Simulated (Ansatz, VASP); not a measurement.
# One calculation of Ag, two programs

File INCAR:

```
SYSTEM = Ag
PREC = Accurate
ENCUT = 520
EDIFF = 1E-7
ISMEAR = 0
SIGMA = 0.1
LREAL = .False.
LASPH = .True.
NELM = 80
ALGO = Normal
ISIF = 2
LWAVE = .False.
LCHARG = .False.
GGA = PE
NBANDS = 42
```

The input KPOINTS:

```
regular mesh
0
Gamma
  4 4 4
  0 0 0
```

Contents of POSCAR:

```
Ag
1.0
    0.0000000000      3.8027016600      3.8027016600
    3.8027016600      0.0000000000      3.8027016600
    3.8027016600      3.8027016600      0.0000000000
Ag
6
Direct
    0.6250000000      0.6250000000      0.6250000000
    0.6250000000      0.6250000000      0.1250000000
    0.6250000000      0.1250000000      0.6250000000
    0.1250000000      0.6250000000      0.6250000000
    0.0000000000      0.0000000000      0.0000000000
    0.2500000000      0.2500000000      0.2500000000
```

Input for Ansatz:

```yaml
crystal:
  lattice:
    - [0.0, 3.80270166, 3.80270166]
    - [3.80270166, 0.0, 3.80270166]
    - [3.80270166, 3.80270166, 0.0]
  atoms:
    - { symbol: Ag, position: [0.625, 0.625, 0.625] }
    - { symbol: Ag, position: [0.625, 0.625, 0.125] }
    - { symbol: Ag, position: [0.625, 0.125, 0.625] }
    - { symbol: Ag, position: [0.125, 0.625, 0.625] }
    - { symbol: Ag, position: [0.0, 0.0, 0.0] }
    - { symbol: Ag, position: [0.25, 0.25, 0.25] }
basis:
  ecutwfc: 420
kpoints:
  mp_grid: { grid: [4, 4, 4] }
hamiltonian:
  xc: pbe
scf:
  occupations: { method: gaussian, width: 0.1 }
  lower_state_search: "off"
output:
  forces: true
  stress: true
  eigenvalues: true
```

Alike in both runs: task single point; functional PBE; k mesh 4 × 4 × 4; occupations gaussian, width 0.1 eV; no spin polarisation.

|  | VASP | Ansatz |
| --- | --- | --- |
| version | VASP 6.6.1 | Ansatz 0.2.0 |
| potentials or method | VASP PAW PBE potentials, release 64 (Ag), cutoff 520 eV | scalar-relativistic, plane waves, PAW |
| valence electrons in the cell | 66 | 114 |

```csv
,VASP,Ansatz,Ansatz less VASP
gap on the k mesh at the Fermi level (eV),none,none,-
pressure (GPa),3.9,4.0,+0.15
```

A gap of «none» marks a metal or a gap that the smearing closes. With one functional, cell and mesh, what is left measures potentials, basis and numerics. VASP's potentials hold 66 valence electrons a cell and Ansatz's 114, so a difference there can come from the potentials and not from the codes.
